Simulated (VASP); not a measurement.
A run of VASP 6.6.1 is set up as follows.

The input INCAR:

```
SYSTEM = BN
  PREC = Accurate
  ENCUT = 520
  EDIFF = 1E-6
  ISMEAR = 1
  SIGMA = 0.05
  LREAL = .FALSE.
  LASPH = .TRUE.
  NELM = 80
  ALGO = Normal
  ISIF = 2
  LWAVE = .FALSE.
  LCHARG = .TRUE.
  GGA = PE
  IVDW = 12
  LELF = .TRUE.
  LVHAR = .TRUE.
  NBANDS = 16
```

File KPOINTS:

```
regular mesh
0
G
  12 12 4
  0 0 0
```

The input POSCAR:

```
BN
1.0
    2.4477203560      0.0000000000      0.0000000000
   -1.2238601780      2.1703573356      0.0000000000
    0.0000000000      0.0000000000      6.5923998870
B N
2 2
Direct
    0.0000000000      0.0000000000      0.5000000000
    0.3333333333      0.6666666667      0.0000000000
    0.0000000000      0.0000000000      0.0000000000
    0.6666666667      0.3333333333      0.5000000000
```

Potentials or basis: VASP PAW PBE potentials, release 64 (B, N).

Command:

```bash
$ cat potpaw_PBE.64/B/POTCAR potpaw_PBE.64/N/POTCAR > POTCAR
$ mpirun -np 1 vasp_std > vasp.out
```

Task: Predict the largest force.

Result: 0.345 eV/Å.

Task: What does it give for the pressure?

Result: 9.1 GPa.

Task: Predict the band gap on the k mesh.

Result: 4.36 eV (least direct gap 4.56 eV).

Task: Estimate the dispersion energy per atom.

Result: -0.146 eV.

Forces on the atoms (eV/Å):
```
B    0.000 -0.340  0.000
B    0.000 -0.342  0.000
N    0.000  0.338  0.000
N    0.000  0.345  0.000
```

Caveat: the cell differs from its parent crystal (atoms displaced along a vibrational mode, the cell strained); the cell stands under pressure. A k mesh can miss the band edges.
